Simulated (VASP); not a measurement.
The system is BP3.

```
B P
1.0
     3.84516    0.00000    0.00000
     0.00000    3.84516    0.00000
     0.00000    0.00000    3.84516
B P
1 3
Direct
  0.00000 0.00000 0.00000
  0.00000 0.50000 0.50000
  0.50000 0.00000 0.50000
  0.50000 0.50000 0.00000
```

```yaml
Program: VASP 6.6.1
Task: relaxation of cell and atoms
Functional: PBE
Potentials_or_basis: VASP PAW PBE potentials, release 64 (B, P)
Cutoff: 600 eV
k_mesh: 4 × 4 × 4
Occupations: gaussian, width 0.1 eV
Spin: no spin polarisation
```

At the start: pressure -9.9 GPa; volume 14.21 Å³/atom.

Where does the relaxation end?

Over 3 steps the energy falls by 51.1 meV/atom and the volume is 12.68 Å³/atom (-10.8 %); space group Pm-3m (No. 221, to 0.1 Å) before and after.

The path:
```csv
step,energy change (eV),largest force (eV/Å),pressure (GPa),volume (Å³)
1,0.0000,0.0000,-9.89,56.85
2,-0.2002,0.0000,1.72,49.93
3,-0.2045,0.0000,0.05,50.72
```

Final structure:
```yaml
crystal:
  lattice:
    - [3.70166, 0.00000, 0.00000]
    - [0.00000, 3.70166, 0.00000]
    - [0.00000, 0.00000, 3.70166]
  atoms:
    - { symbol: B, position: [0.00000, 0.00000, 0.00000] }
    - { symbol: P, position: [0.00000, 0.50000, 0.50000] }
    - { symbol: P, position: [0.50000, 0.00000, 0.50000] }
    - { symbol: P, position: [0.50000, 0.50000, 0.00000] }
```

Caveat: the k points lie up to 0.42 Å⁻¹ apart in the final cell, too coarse for converged energies and pressures of a metal.
